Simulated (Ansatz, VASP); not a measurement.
**BN in VASP and in Ansatz**

```
B N
1.0
     2.50399   -0.01252   -0.01252
    -1.26284    2.17478   -0.00458
    -0.03331   -0.03331    6.66120
B N
2 2
Direct
  0.33333 0.66667 0.25000
  0.66667 0.33333 0.75000
  0.33333 0.66667 0.75000
  0.66667 0.33333 0.25000
```

Change from the starting cell: equal xy, yz and zx shear strains of -1 %.

Alike in both runs: task single point; functional PBEsol; k mesh 11 × 11 × 4; occupations fermi-dirac, width 0.03 eV; no spin polarisation.

```csv
,VASP,Ansatz
version,VASP 6.6.1,Ansatz 0.2.0
potentials or method,"VASP PAW PBE potentials, release 64 (B, N), cutoff 520 eV","all-electron LAPW, scalar-relativistic"
```

```tsv
	VASP	Ansatz	Ansatz less VASP
gap on the k mesh at the Fermi level (eV)	4.19	4.20	+0.006
pressure (GPa)	0.8	0.4	-0.33
traceless stress, the component that is largest in VASP (GPa)	3.72	3.71	-0.014
rms of the force components (eV/Å)	0.076	0.075	-0.0008
```

VASP's potentials were made for PBE, not for PBEsol. Atom by atom the forces differ by 0.001 eV/Å (rms over components). Ansatz ran all-electron here, and VASP with PAW potentials.
